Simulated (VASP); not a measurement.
Wanted: the native input for a VASP 6.6.1 run.

* Task: single point
* Functional: PBE
* Potentials or basis: VASP PAW PBE potentials, release 64 (Cd, S)
* Cutoff: 520 eV
* k mesh: 6 × 6 × 6
* Occupations: gaussian, width 0.01 eV
* Spin: no spin polarisation
* Dipole correction: no
* Further INCAR settings: ALGO = Normal; EDIFF = 1e-07; NBANDS = 16

The structure of CdS (Hawleyite) lies in POSCAR:

```
CdS
1.0
    0.0000000000      2.9830228036      2.9830228036
    2.9830228036      0.0000000000      2.9830228036
    2.9830228036      2.9830228036      0.0000000000
Cd S
1 1
Direct
    0.0000000000      0.0000000000      0.0000000000
    0.2500000000      0.2500000000      0.2500000000
```

The input as run:

INCAR

```
SYSTEM = CdS
ALGO = Normal
EDIFF = 1E-7
ENCUT = 520
GGA = PE
ISIF = 2
ISMEAR = 0
LASPH = .True.
LCHARG = .False.
LREAL = .False.
LWAVE = .False.
NBANDS = 16
NELM = 80
PREC = Accurate
SIGMA = 0.01
```

KPOINTS

```
k-points
0
Gamma
  6 6 6
  0 0 0
```

Potentials or basis: VASP PAW PBE potentials, release 64 (Cd, S).

Launch:

```sh
$ cat potpaw_PBE.64/Cd/POTCAR potpaw_PBE.64/S/POTCAR > POTCAR
$ mpirun -np 1 vasp_std > vasp.out
```

Results of the run:

```json
{
  "Pressure": "-0.7 GPa",
  "Band gap on the k mesh": "1.00 eV, direct"
}
```

Wall time 18 s on 1 thread of Intel Xeon 8259CL, on a shared host, peak memory 0.18 GiB.
